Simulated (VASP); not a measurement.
# Si3Ni (Pm-3m) in VASP: further runs

Runs on Si3Ni. Level: PBE. Tasks: single point, relaxation of cell and atoms.

Everything below comes from runs of VASP 6.6.1. Logs are shortened: lines on timing, memory, paths and dates and some standing lists are left out, and cuts for length are marked.

**1. The cell of the first run**

Symmetry: Pm-3m, No. 221, cubic system. The conventional cell has a = 3.756 Å, b = 3.756 Å, c = 3.756 Å, α = 90.00°, β = 90.00°, γ = 90.00°. Si (site symmetry 4/mmm) has 8 Si at 2.66 Å and 4 Ni at 2.66 Å within 3.5 Å. Within 3.5 Å of Ni (site symmetry m-3m) lie 12 Si at 2.66 Å.

The cell was generated, and may not be a known phase.

**2. Single point, PBE, collinear spin, ferromagnetic start**

Contents of INCAR:

```
SYSTEM = Si3Ni
PREC     = Accurate       ! precision mode
ENCUT    = 520            ! plane-wave cutoff, eV
EDIFF    = 1E-6           ! SCF threshold, eV
ISMEAR   = 0              ! smearing method
SIGMA    = 0.1            ! smearing width, eV
LREAL    = .False.        ! projectors in reciprocal space
LASPH    = .True.         ! aspherical terms in the spheres
NELM     = 150            ! most SCF steps
ALGO     = Normal         ! electronic algorithm
ISIF     = 2              ! what is computed and relaxed
LWAVE    = .False.        ! write WAVECAR
LCHARG   = .False.        ! write CHGCAR
ISPIN    = 2              ! spin polarisation
MAGMOM   = 0 0 0 2        ! initial moments
LORBIT   = 11             ! projections on sites
LMAXMIX  = 4              ! l up to which the mixer works
GGA      = PE             ! functional
NBANDS   = 23             ! bands
```

Contents of KPOINTS:

```
Automatic mesh
0
Gamma
  4 4 4
  0 0 0
```

Contents of POSCAR:

```
Si3Ni
1.0
    3.7557684406      0.0000000000      0.0000000000
    0.0000000000      3.7557684406      0.0000000000
    0.0000000000      0.0000000000      3.7557684406
Si Ni
3 1
Direct
    0.5000000000      0.0000000000      0.0000000000
    0.0000000000      0.5000000000      0.0000000000
    0.0000000000      0.0000000000      0.5000000000
    0.5000000000      0.5000000000      0.5000000000
```

Potentials or basis: VASP PAW PBE potentials, release 64 (Si, Ni).

On the command line:

```
cat potpaw_PBE.64/Si/POTCAR potpaw_PBE.64/Ni/POTCAR > POTCAR
mpirun -np 1 vasp_std > vasp.out
```

OUTCAR:

```text
SYSTEM = Si3Ni
   PREC = Accurate
   ENCUT = 520
   EDIFF = 1E-6
   ISMEAR = 0
   LREAL = .False.
   LASPH = .True.
   NELM = 150
   ISIF = 2
   ISPIN = 2
   LORBIT = 11
   GGA = PE

 ion  position               nearest neighbor table
   1  0.500  0.000  0.000-   2 2.66   3 2.66   4 2.66   3 2.66   4 2.66   2 2.66   4 2.66   4 2.66
                             2 2.66   3 2.66   3 2.66   2 2.66
   2  0.000  0.500  0.000-   1 2.66   3 2.66   4 2.66   3 2.66   4 2.66   1 2.66   3 2.66   3 2.66
                             1 2.66   4 2.66   4 2.66   1 2.66
   3  0.000  0.000  0.500-   1 2.66   2 2.66   4 2.66   1 2.66   2 2.66   2 2.66   4 2.66   2 2.66
                             1 2.66   4 2.66   1 2.66   4 2.66
   4  0.500  0.500  0.500-   1 2.66   2 2.66   3 2.66   1 2.66   2 2.66   1 2.66   3 2.66   1 2.66
                             2 2.66   3 2.66   2 2.66   3 2.66

  LATTYP: Found a simple cubic cell.
 ALAT       =     3.7557684406

  Lattice vectors:

 A1 = (   3.7557684406,   0.0000000000,   0.0000000000)
 A2 = (   0.0000000000,   3.7557684406,   0.0000000000)
 A3 = (   0.0000000000,   0.0000000000,   3.7557684406)

Analysis of symmetry for initial positions (statically):
=====================================================================
 Subroutine PRICEL returns:
 Original cell was already a primitive cell.

 Routine SETGRP: Setting up the symmetry group for a
 simple cubic supercell.

 Subroutine GETGRP returns: Found 48 space group operations
 (whereof 48 operations were pure point group operations)
 out of a pool of 48 trial point group operations.

The static configuration has the point symmetry O_h .

Analysis of symmetry for dynamics (positions and initial velocities):
=====================================================================
 Subroutine PRICEL returns:
 Original cell was already a primitive cell.

 Routine SETGRP: Setting up the symmetry group for a
 simple cubic supercell.

 Subroutine GETGRP returns: Found 48 space group operations
 (whereof 48 operations were pure point group operations)
 out of a pool of 48 trial point group operations.

The dynamic configuration has the point symmetry O_h .

Analysis of structural, dynamic, and magnetic symmetry:
=====================================================================
 Subroutine PRICEL returns:
 Original cell was already a primitive cell.

 Routine SETGRP: Setting up the symmetry group for a
 simple cubic supercell.

 Subroutine GETGRP returns: Found 48 space group operations
 (whereof 48 operations were pure point group operations)
 out of a pool of 48 trial point group operations.

The overall configuration has the point symmetry O_h .

[... 116 lines left out ...]
   LEPSILON=     F    determine dielectric tensor
   LRPA    =     F    only Hartree local field effects (RPA)
 spin polarized calculation
 Gauss-broadening in eV      SIGMA  =   0.10
  energy-cutoff  :      520.00
  volume of cell :       52.98
 maximum number of plane-waves:      1472
 NGX is ok and might be reduce to    28
   NGX = 13   NGY = 13   NGZ = 13

 number of electron      21.9999984 magnetization       0.5670259

 Free energy of the ion-electron system (eV)
  ---------------------------------------------------
  ext. energy  EPLUGINS =         0.00000000
  ---------------------------------------------------
  free energy    TOTEN  =       -20.69940141 eV

  energy without entropy =      -20.68153283  energy(sigma->0) =      -20.69046712

 E-fermi :  10.1332     XC(G=0): -11.7033

 val. band max:       10.0802545622   @ k =   0.5000   0.2500   0.0000
 cond. band min:      10.1583849976   @ k =   0.5000   0.0000   0.0000
 fundamental gap:      0.0781304354
 Fermi energy:        10.1332124488

 spin component 1

 k-point     1 :       0.0000    0.0000    0.0000
  band No.  band energies     occupation
      1      -3.6702      1.00000
      2       5.3421      1.00000
      3       5.3421      1.00000
      4       5.8940      1.00000
      5       5.8940      1.00000
      6       5.8940      1.00000
[... 249 lines left out ...]
     22      22.9011      0.00000
     23      22.9011      0.00000
 Fermi energy:        10.1332124488

 spin component 2

 k-point     1 :       0.0000    0.0000    0.0000
  band No.  band energies     occupation
      1      -3.5835      1.00000
      2       5.4746      1.00000
      3       5.4746      1.00000
      4       5.9722      1.00000
      5       5.9722      1.00000
      6       5.9722      1.00000
[... 249 lines left out ...]
     22      23.0182      0.00000
     23      23.0182      0.00000

------------------------ aborting loop because EDIFF is reached ----------------------------------------

  FORCE on cell =-STRESS in cart. coord.  units (eV):
  Direction    XX          YY          ZZ          XY          YZ          ZX
  --------------------------------------------------------------------------------------
  -------------------------------------------------------------------------------------
  Total        0.0767693      0.0767693      0.0767693      0.0000000      0.0000000      0.0000000
  in kB        2.3216773      2.3216773      2.3216773      0.0000000      0.0000000      0.0000000
  external PRESSURE =       2.3216773 kB  Pullay stress =       0.0000000 kB

 VOLUME and BASIS-vectors are now :
 -----------------------------------------------------------------------------
  energy-cutoff  :      520.00
  volume of cell :       52.98
      direct lattice vectors                 reciprocal lattice vectors
     3.755768441  0.000000000  0.000000000     0.266257096  0.000000000  0.000000000
     0.000000000  3.755768441  0.000000000     0.000000000  0.266257096  0.000000000
     0.000000000  0.000000000  3.755768441     0.000000000  0.000000000  0.266257096

 POSITION                                       TOTAL-FORCE (eV/Angst)
 -----------------------------------------------------------------------------------
      1.87788      0.00000      0.00000         0.000000      0.000000      0.000000
      0.00000      1.87788      0.00000         0.000000      0.000000      0.000000
      0.00000      0.00000      1.87788         0.000000      0.000000      0.000000
      1.87788      1.87788      1.87788         0.000000      0.000000      0.000000
 -----------------------------------------------------------------------------------
    total drift:                                0.000000      0.000000      0.000000

  FREE ENERGIE OF THE ION-ELECTRON SYSTEM (eV)
  ---------------------------------------------------
  free  energy   TOTEN  =       -20.6994014107 eV

  energy  without entropy=      -20.6815328342  energy(sigma->0) =      -20.69046712

 total charge

# of ion       s       p       d       tot
------------------------------------------
    1        0.825   0.733   0.000   1.558
    2        0.825   0.733   0.000   1.558
    3        0.825   0.733   0.000   1.558
    4        0.436   0.401   8.431   9.267
--------------------------------------------------
tot          2.910   2.600   8.431  13.941

 magnetization (x)

# of ion       s       p       d       tot
------------------------------------------
    1        0.016   0.019   0.000   0.035
    2        0.016   0.019   0.000   0.035
    3        0.016   0.019   0.000   0.035
    4       -0.001   0.012   0.316   0.326
--------------------------------------------------
tot          0.047   0.068   0.316   0.431
```

It took 35 s on 1 thread of Intel Xeon 8259CL, shared host; peak memory 0.17 GiB.

Results:

```
Free energy                                           : -20.6994 eV
Pressure                                              : 0.2 GPa
Net moment                                            : 0.57 μB per cell
Site moments                                          : Si +0.04; Ni +0.33 μB
Valence electrons inside the program's atomic spheres : Si 1.56; Ni 9.27
```

Levels at points of the mesh, in eV from the Fermi level:
Spin up:
```
           k point  band 7  band 8  band 9  band 10  band 11  band 12  band 13  band 14  band 15  band 16
(0.00, 0.00, 0.00)   -2.18   -2.18   -2.18    -0.61    -0.20    -0.20     4.16     4.16     4.16     6.83
(0.50, 0.00, 0.00)   -1.86   -1.76   -0.97    -0.97    -0.19    -0.19    -0.09     2.14     2.22     7.09
(0.50, 0.50, 0.00)   -1.83   -1.82   -1.79    -0.47     1.60     1.95     1.95     2.10     2.10     3.74
(0.50, 0.50, 0.50)   -5.52   -1.86   -1.76    -1.76    -1.00    -1.00    -1.00     9.84     9.84    10.10
```
Spin down:
```
           k point  band 6  band 7  band 8  band 9  band 10  band 11  band 12  band 13  band 14  band 15
(0.00, 0.00, 0.00)   -4.16   -1.88   -1.88   -1.88    -0.48     0.06     0.06     4.24     4.24     4.24
(0.50, 0.00, 0.00)   -1.78   -1.68   -1.56   -0.91    -0.91     0.03     0.07     0.07     2.33     2.35
(0.50, 0.50, 0.00)   -2.78   -1.54   -1.53   -1.49    -0.36     1.76     2.03     2.03     2.29     2.29
(0.50, 0.50, 0.50)   -5.46   -5.46   -1.82   -1.45    -1.45    -0.67    -0.67    -0.67     9.96     9.96
```

Caveat: the k points lie up to 0.42 Å⁻¹ apart.

**3. Single point, PBE, collinear spin, ferromagnetic start**

This run uses another cell than the first one, of 14.66 Å³/atom.

Contents of INCAR:

```
SYSTEM = Si3Ni
PREC = Accurate
ENCUT = 520
EDIFF = 1E-6
ISMEAR = 0
SIGMA = 0.1
LREAL = .FALSE.
LASPH = .TRUE.
NELM = 150
ALGO = Normal
ISIF = 2
LWAVE = .FALSE.
LCHARG = .FALSE.
ISPIN = 2
MAGMOM = 0 0 0 2
LORBIT = 11
LMAXMIX = 4
GGA = PE
NBANDS = 23
```

Contents of KPOINTS:

```
regular mesh
0
G
  4 4 4
  0 0 0
```

Contents of POSCAR:

```
Si3Ni
1.0
    3.8854470500      0.0000000000      0.0000000000
    0.0000000000      3.8854470500      0.0000000000
    0.0000000000      0.0000000000      3.8854470500
Si Ni
3 1
Direct
    0.5000000000      0.0000000000      0.0000000000
    0.0000000000      0.5000000000      0.0000000000
    0.0000000000      0.0000000000      0.5000000000
    0.5000000000      0.5000000000      0.5000000000
```

Potentials or basis: VASP PAW PBE potentials, release 64 (Si, Ni).

On the command line:

```
cat potpaw_PBE.64/Si/POTCAR potpaw_PBE.64/Ni/POTCAR > POTCAR
mpirun -np 1 vasp_std > vasp.out
```

Run time: 38 s. Hardware: 1 thread of Intel Xeon 8259CL, shared host; peak memory 0.19 GiB.

It converged, with:

```yaml
Free_energy: -20.5329 eV
Pressure: -9.0 GPa
Net_moment: 0.45 μB per cell
Site_moments: Si +0.02; Ni +0.28 μB
Valence_electrons_inside_the_program's_atomic_spheres: Si 1.52; Ni 9.13
```

Levels at points of the mesh, in eV from the Fermi level:
Spin up:
| k point | band 9 | band 10 | band 11 | band 12 | band 13 | band 14 |
| --- | --- | --- | --- | --- | --- | --- |
| (0.00, 0.00, 0.00) | -1.81 | -0.38 | -0.38 | -0.34 | 3.79 | 3.79 |
| (0.50, 0.00, 0.00) | -0.77 | -0.77 | -0.14 | -0.14 | 0.16 | 1.64 |
| (0.50, 0.50, 0.00) | -1.47 | -0.35 | 1.13 | 1.71 | 1.71 | 1.95 |
| (0.50, 0.50, 0.50) | -1.44 | -1.44 | -0.88 | -0.88 | -0.88 | 8.80 |
Spin down:
| k point | band 7 | band 8 | band 9 | band 10 | band 11 | band 12 | band 13 | band 14 | band 15 | band 16 |
| --- | --- | --- | --- | --- | --- | --- | --- | --- | --- | --- |
| (0.00, 0.00, 0.00) | -1.54 | -1.54 | -1.54 | -0.25 | -0.16 | -0.16 | 3.83 | 3.83 | 3.83 | 6.34 |
| (0.50, 0.00, 0.00) | -1.46 | -1.31 | -0.73 | -0.73 | 0.10 | 0.10 | 0.23 | 1.72 | 2.17 | 6.52 |
| (0.50, 0.50, 0.00) | -1.28 | -1.27 | -1.23 | -0.25 | 1.26 | 1.75 | 1.75 | 2.10 | 2.10 | 3.83 |
| (0.50, 0.50, 0.50) | -4.96 | -1.55 | -1.20 | -1.20 | -0.59 | -0.59 | -0.59 | 8.90 | 8.90 | 9.09 |

Caveat: the k points lie up to 0.40 Å⁻¹ apart.

(Part 1 of 2 ends here.)
